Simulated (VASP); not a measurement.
# W (Im-3m) in VASP: single point with PBEsol

Aim: the single point of W with PBEsol.

All numbers are computed with VASP 6.6.1; they aren't measurements. Logs are shortened: lines on timing, memory, paths and dates and some standing lists are left out, and cuts for length are marked.

## (1) The cell of the first run

The structure is cubic, space group Im-3m (No. 229). The conventional cell has a = 3.154 Å, b = 3.154 Å, c = 3.154 Å, α = 90.00°, β = 90.00°, γ = 90.00°. Within 3.6 Å of W (site symmetry m-3m) lie 14 W at 2.73 to 3.15 Å.

## (2) Single point, PBEsol

The input, INCAR:

```
PREC     = Accurate       # precision mode
ENCUT    = 520            # plane-wave cutoff, eV
EDIFF    = 1E-7           # SCF threshold, eV
ISMEAR   = -1             # smearing method
SIGMA    = 0.1            # smearing width, eV
LREAL    = False          # projectors in reciprocal space
LASPH    = True           # aspherical terms in the spheres
NELM     = 80             # most SCF steps
ALGO     = Normal         # electronic algorithm
ISIF     = 2              # what is computed and relaxed
LWAVE    = False          # write WAVECAR
LCHARG   = True           # write CHGCAR
GGA      = PS             # functional
LELF     = True           # ELF
LVHAR    = True         
NBANDS   = 13             # bands
```

The input, KPOINTS:

```
Automatic mesh
0
Gamma
  18 18 18
```

The input, POSCAR:

```
W
1.0
   -1.5772027281      1.5772027281      1.5772027281
    1.5772027281     -1.5772027281      1.5772027281
    1.5772027281      1.5772027281     -1.5772027281
W
1
Direct
    0.0000000000      0.0000000000      0.0000000000
```

Potentials or basis: VASP PAW PBE potentials, release 64 (W_sv).

On the command line:

```bash
> cat potpaw_PBE.64/W_sv/POTCAR > POTCAR
> mpirun -np 1 vasp_std > vasp.out
```

OUTCAR:

```text
PREC = Accurate
   ENCUT = 520
   EDIFF = 1E-7
   ISMEAR = -1
   LREAL = False
   LASPH = True
   NELM = 80
   ISIF = 2
   GGA = PS

 ion  position               nearest neighbor table
   1  0.000  0.000  0.000-

  LATTYP: Found a body centered cubic cell.
 ALAT       =     3.1544054562

  Lattice vectors:

 A1 = (  -1.5772027281,   1.5772027281,   1.5772027281)
 A2 = (   1.5772027281,  -1.5772027281,   1.5772027281)
 A3 = (   1.5772027281,   1.5772027281,  -1.5772027281)

Analysis of symmetry for initial positions (statically):
=====================================================================
 Subroutine PRICEL returns:
 Original cell was already a primitive cell.

 Routine SETGRP: Setting up the symmetry group for a
 body centered cubic supercell.

 Subroutine GETGRP returns: Found 48 space group operations
 (whereof 48 operations were pure point group operations)
 out of a pool of 48 trial point group operations.

The static configuration has the point symmetry O_h .

Analysis of symmetry for dynamics (positions and initial velocities):
=====================================================================
 Subroutine PRICEL returns:
 Original cell was already a primitive cell.

 Routine SETGRP: Setting up the symmetry group for a
 body centered cubic supercell.

 Subroutine GETGRP returns: Found 48 space group operations
 (whereof 48 operations were pure point group operations)
 out of a pool of 48 trial point group operations.

The dynamic configuration has the point symmetry O_h .

 Subroutine INISYM returns: Found 48 space group operations
 (whereof 48 operations are pure point group operations),
 and found     1 'primitive' translations

----------------------------------------------------------------------------------------

                                     Primitive cell

  volume of cell :      15.6936

  direct lattice vectors                    reciprocal lattice vectors
    -1.577202728  1.577202728  1.577202728     0.000000000  0.317016951  0.317016951
     1.577202728 -1.577202728  1.577202728     0.317016951  0.000000000  0.317016951
     1.577202728  1.577202728 -1.577202728     0.317016951  0.317016951  0.000000000

  length of vectors
     2.731795259  2.731795259  2.731795259     0.448329672  0.448329672  0.448329672

  position of ions in fractional coordinates (direct lattice)
     0.000000000  0.000000000  0.000000000

  ion indices of the primitive-cell ions
   primitive index   ion index
                 1           1

----------------------------------------------------------------------------------------

 KPOINTS: Automatic mesh

Automatic generation of k-mesh.
 Grid dimensions read from file:
 generate k-points for:   18   18   18

 Generating k-lattice:

  Cartesian coordinates                     Fractional coordinates (reciprocal lattice)
     0.000000000  0.017612053  0.017612053     0.055555556  0.000000000  0.000000000
     0.017612053  0.000000000  0.017612053     0.000000000  0.055555556  0.000000000
     0.017612053  0.017612053  0.000000000     0.000000000  0.000000000  0.055555556

  Length of vectors
     0.024907204  0.024907204  0.024907204

  Shift w.r.t. Gamma in fractional coordinates (k-lattice)
     0.000000000  0.000000000  0.000000000

 Subroutine IBZKPT returns following result:
 ===========================================

 Found    195 irreducible k-points:

 Following reciprocal coordinates:
            Coordinates               Weight
  0.000000  0.000000  0.000000      1.000000
  0.055556  0.000000  0.000000     12.000000
  0.111111  0.000000  0.000000     12.000000
  0.166667  0.000000  0.000000     12.000000
  0.222222  0.000000  0.000000     12.000000
  0.277778  0.000000  0.000000     12.000000
[... 16 lines left out ...]
  0.333333  0.111111  0.000000     48.000000
  0.388889  0.111111  0.000000     48.000000
 [... further k-points ...]
   k-points           NKPTS =    195   k-points in BZ     NKDIM =    195   number of bands    NBANDS=     13
   number of dos      NEDOS =    301   number of ions     NIONS =      1
   total plane-waves  NPLWV =   8000
   dimension x,y,z NGX =    20 NGY =   20 NGZ =   20
   dimension x,y,z NGXF=    40 NGYF=   40 NGZF=   40
   ions per type =               1
   NGX,Y,Z   is equivalent  to a cutoff of  12.17, 12.17, 12.17 a.u.
   NGXF,Y,Z  is equivalent  to a cutoff of  24.34, 24.34, 24.34 a.u.
 SYSTEM =  unknown system
   PREC   = accura    normal or accurate (medium, high low for compatibility)
   ISTART =      0    job   : 0-new  1-cont  2-samecut
   ICHARG =      2    charge: 1-file 2-atom 10-const
   ISPIN  =      1    spin polarized calculation?
   LNONCOLLINEAR =      F non collinear calculations
   LSORBIT =      F    spin-orbit coupling
   LASPH  =      T    aspherical Exc in radial PAW
   ENCUT  =  520.0 eV  38.22 Ry    6.18 a.u.   5.08  5.08  5.08*2*pi/ulx,y,z
   NELM   =     80;   NELMIN=  2; NELMDL= -5     # of ELM steps
   EDIFF  = 0.1E-06   stopping-criterion for ELM
   LREAL  =      F    real-space projection
   EDIFFG = 0.1E-05   stopping-criterion for IOM
   NSW    =      0    number of steps for IOM
   IBRION =     -1    ionic relax: 0-MD 1-quasi-New 2-CG
   NFREE  =      0    steps in history (QN), initial steepest desc. (CG)
   ISIF   =      2    stress and relaxation
   ISYM   =      2    0-nonsym 1-usesym 2-fastsym
   POTIM  = 0.5000    time-step for ionic-motion
   TEBEG  =    0.0;   TEEND  =   0.0 temperature during run
   PSTRESS=    0.0 pullay stress
   NELECT =      14.0000    total number of electrons
   NUPDOWN=      -1.0000    fix difference up-down
   EMIN   =  10.00;   EMAX   =-10.00  energy-range for DOS
   EFERMI =   0.00;   METHOD = LEGACY
   ISMEAR =    -1;   SIGMA  =   0.10  broadening in eV -4-tet -1-fermi 0-gaus
   EFERMI_NEDOS =   21; number of points for ismear=-14 and -15
   IALGO  =     38    algorithm
   IMIX   =      4    mixing-type and parameters
     AMIX     =   0.40;   BMIX     =  1.00
     AMIX_MAG =   1.60;   BMIX_MAG =  1.00
  volume/ion in A,a.u.               =      15.69       105.91
  Fermi-wavevector in a.u.,A,eV,Ry     =   1.575953  2.978120 33.791819  2.483629
  Thomas-Fermi vector in A             =   2.676859
   LORBIT       =      0    0 simple, 1 ext, 2 COOP (PROOUT), +10 PAW based schemes
   GGA     = PS    functional components
   LHFCALC =     F    Hartree Fock is set to
   AEXX    =    0.0000 exact exchange contribution
   IVDW    =     0    specifies the selected vdW correction
   LEPSILON=     F    determine dielectric tensor
   LRPA    =     F    only Hartree local field effects (RPA)
 non-spin polarized calculation
  energy-cutoff  :      520.00
  volume of cell :       15.69
 maximum number of plane-waves:       434
   NGX = 11   NGY = 11   NGZ = 11

 number of electron      14.0000005 magnetization

 Free energy of the ion-electron system (eV)
  ---------------------------------------------------
  ext. energy  EPLUGINS =         0.00000000
  ---------------------------------------------------
  free energy    TOTEN  =       -13.80957283 eV

  energy without entropy =      -13.79190135  energy(sigma->0) =      -13.80073709

 E-fermi :  11.4142     XC(G=0): -13.8177

 val. band max:       11.4127289207   @ k =  -0.2778   0.3333   0.2222
 cond. band min:      11.4142692692   @ k =   0.5000   0.5000   0.2222
 fundamental gap:      0.0015403485
 Fermi energy:        11.4142108340

 k-point     1 :       0.0000    0.0000    0.0000
  band No.  band energies     occupation
      1     -62.7109      2.00000
      2     -26.2538      2.00000
      3     -26.2538      2.00000
      4     -26.2538      2.00000
      5       1.7113      2.00000
      6      10.1691      1.99999
      7      10.1691      1.99999
      8      10.1691      1.99999
      9      13.6806      0.00000
     10      13.6806      0.00000
     11      25.9843      0.00000
     12      25.9843      0.00000
     13      25.9843      0.00000

 k-point     2 :       0.0556    0.0000    0.0000
  band No.  band energies     occupation
      1     -62.7067      2.00000
      2     -26.2976      2.00000
      3     -26.2674      2.00000
      4     -26.2540      2.00000
      5       1.8635      2.00000
      6      10.0759      2.00000
      7      10.1486      1.99999
      8      10.3159      1.99997
      9      13.5294      0.00000
     10      13.6813      0.00000
     11      26.1160      0.00000
     12      26.2425      0.00000
     13      26.3640      0.00000

 k-point     3 :       0.1111    0.0000    0.0000
  band No.  band energies     occupation
      1     -62.6945      2.00000
      2     -26.4223      2.00000
      3     -26.3063      2.00000
      4     -26.2547      2.00000
      5       2.3027      2.00000
      6       9.8186      2.00000
      7      10.0589      2.00000
      8      10.7512      1.99736
      9      13.2070      0.00000
     10      13.6909      0.00000
     11      26.4479      0.00000
     12      26.9933      0.00000
     13      27.3356      0.00000
[... 305 lines left out ...]
 k-point    23 :       0.3333    0.1111    0.0000
  band No.  band energies     occupation
      1     -62.5815      2.00000
      2     -27.4173      2.00000
      3     -26.6791      2.00000
      4     -26.3194      2.00000
      5       5.5243      2.00000
      6       8.0981      2.00000
      7      10.1059      2.00000
      8      13.3771      0.00000
      9      14.5748      0.00000
     10      16.8903      0.00000
     11      23.5586      0.00000
     12      24.8760      0.00000
     13      29.4214      0.00000

 k-point    24 :       0.3889    0.1111    0.0000
  band No.  band energies     occupation
      1     -62.5699      2.00000
      2     -27.5088      2.00000
      3     -26.7243      2.00000
      4     -26.3209      2.00000
      5       5.5130      2.00000
      6       7.9549      2.00000
      7      10.8517      1.99281
      8      13.4613      0.00000
      9      14.8129      0.00000
     10      17.9552      0.00000
     11      22.4736      0.00000
     12      24.0554      0.00000
     13      28.3936      0.00000

 [... further k-points ...]
[... 5 lines left out ...]
  --------------------------------------------------------------------------------------
  -------------------------------------------------------------------------------------
  Total        0.0640726      0.0640726      0.0640726      0.0000000      0.0000000      0.0000000
  in kB        6.5412472      6.5412472      6.5412472      0.0000000      0.0000000      0.0000000
  external PRESSURE =       6.5412472 kB  Pullay stress =       0.0000000 kB

 VOLUME and BASIS-vectors are now :
 -----------------------------------------------------------------------------
  energy-cutoff  :      520.00
  volume of cell :       15.69
      direct lattice vectors                 reciprocal lattice vectors
    -1.577202728  1.577202728  1.577202728     0.000000000  0.317016951  0.317016951
     1.577202728 -1.577202728  1.577202728     0.317016951  0.000000000  0.317016951
     1.577202728  1.577202728 -1.577202728     0.317016951  0.317016951  0.000000000

 POSITION                                       TOTAL-FORCE (eV/Angst)
 -----------------------------------------------------------------------------------
      0.00000      0.00000      0.00000         0.000000      0.000000     -0.000000
 -----------------------------------------------------------------------------------
    total drift:                                0.000000     -0.000000      0.000000

  FREE ENERGIE OF THE ION-ELECTRON SYSTEM (eV)
  ---------------------------------------------------
  free  energy   TOTEN  =       -13.8095728314 eV

  energy  without entropy=      -13.7919013455  energy(sigma->0) =      -13.80073709
```

It took 59 s on 1 thread of AMD EPYC 9R45, shared host; peak memory 0.12 GiB.

What came out:

```yaml
Free_energy: -13.8096 eV
Pressure: 0.7 GPa
Band_gap_on_the_k_mesh: zero (band 7 reaches 16.67 eV, above the bottom of band 8 at 10.17 eV)
```

Caveat: the PAW data sets were made with another functional, which shifts forces and pressure a little; spin-orbit coupling is left out, which moves the levels of the heavy elements.
